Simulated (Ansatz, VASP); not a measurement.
One calculation of Al2O3, two programs

INCAR

```
SYSTEM = Al2O3
PREC = Accurate
ENCUT = 600
EDIFF = 1E-6
ISMEAR = 0
SIGMA = 0.01
LREAL = .False.
LASPH = .True.
NELM = 80
ALGO = Normal
ISIF = 3
LWAVE = .False.
LCHARG = .False.
IBRION = 2
NSW = 80
EDIFFG = -0.01
```

Contents of KPOINTS:

```
Automatic mesh
0
Gamma
  12 12 4
  0 0 0
```

Contents of POSCAR:

```
Al2O3
1.0
    3.0174830000      0.0000000000      0.0000000000
   -1.5087415000      2.6132169335      0.0000000000
    0.0000000000      0.0000000000      7.5746360000
Al O
2 3
Direct
    0.0000000000      0.0000000000      0.2779510000
    0.0000000000      0.0000000000      0.7220490000
    0.3333333333      0.6666666667      0.1994540000
    0.6666666667      0.3333333333      0.8005460000
    0.0000000000      0.0000000000      0.5000000000
```

Input for Ansatz:

```yaml
crystal:
  lattice:
    a: 3.017483
    b: 3.017483
    c: 7.574636
    alpha: 90.0
    beta: 90.0
    gamma: 120.0
  space_group: 164
  atoms:
    - { symbol: Al, position: [0.0, 0.0, 0.277951] }
    - { symbol: O, position: [0.3333333333333333, 0.6666666666666666, 0.199454] }
    - { symbol: O, position: [0.0, 0.0, 0.5] }
basis:
  ecutwfc: 450.0
kpoints:
  mp_grid:
    grid: [12, 12, 4]
hamiltonian:
  xc: lda
  dispersion: none
scf:
  occupations:
    method: fixed
relax:
  f_tol: 0.01
  cell: {}
```

Alike in both runs: task relaxation of cell and atoms; functional LDA; k mesh 12 × 12 × 4; no spin polarisation.

|  | VASP | Ansatz |
| --- | --- | --- |
| version | VASP 6.6.1 | Ansatz 0.2.0 |
| potentials or method | VASP PAW LDA potentials, release 64 (Al, O), cutoff 600 eV | plane waves, PAW |
| occupations | gaussian, width 0.01 eV | fixed |
| valence electrons in the cell | 24 | 24 |

|  | VASP | Ansatz | Ansatz less VASP |
| --- | --- | --- | --- |
| relaxed volume (Å³/atom) | 11.09 | 11.18 | +0.093 |
| relaxed cell length with the largest relative difference (Å) | 7.279 | 7.354 | +0.0751 |

LDA's correlation is that of Perdew and Zunger in VASP and of Perdew and Wang (1992) in Ansatz.
